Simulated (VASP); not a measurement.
Set up this calculation in VASP 6.6.1, as the native input.

- Task: single point
- Functional: PBEsol
- Potentials or basis: VASP PAW PBE potentials, release 64 (C)
- Cutoff: 520 eV
- k mesh: 21 × 21 × 6
- Occupations: gaussian, width 0.15 eV
- Spin: no spin polarisation
- Dipole correction: no
- Further INCAR settings: ALGO = Normal; EDIFF = 1e-07; NBANDS = 16

The structure of C lies in POSCAR:

```
C
1.0
    1.2077395202     -2.1481575760      0.0000000000
    1.2077395202      2.1481575760      0.0000000000
    0.0000000000      0.0000000000      7.4439097575
C
4
Direct
    0.0833216498      0.9166783502      0.7498439858
    0.5833216498      0.4166783502      0.2501560142
    0.9166783502      0.0833216498      0.2501560142
    0.4166783502      0.5833216498      0.7498439858
```

The input as run:

INCAR

```
ALGO = Normal
EDIFF = 1E-7
ENCUT = 520
GGA = PS
ISIF = 2
ISMEAR = 0
LASPH = T
LCHARG = F
LREAL = F
LWAVE = F
NBANDS = 16
NELM = 100
PREC = Accurate
SIGMA = 0.15
```

KPOINTS

```
k-points
0
Gamma
  21 21 6
```

Potentials or basis: VASP PAW PBE potentials, release 64 (C).

Command:

```console
$ cat potpaw_PBE.64/C/POTCAR > POTCAR
$ mpirun -np 1 vasp_std > vasp.out
```

It gave:

- Pressure: 4.3 GPa
- Largest force: 0.344 eV/Å

Caveat: the cell stands under pressure; this functional lacks dispersion, which binds the layers, so the pressure and a relaxed spacing across them are unreliable; the PAW data sets were made with another functional, which shifts forces and pressure a little.

Wall time 3.4 min on 1 thread of Intel(R) Xeon(R) Platinum 8259CL CPU @ 2.50GHz (Skylake/Cascade Lake), on a shared host, peak memory 0.31 GiB.
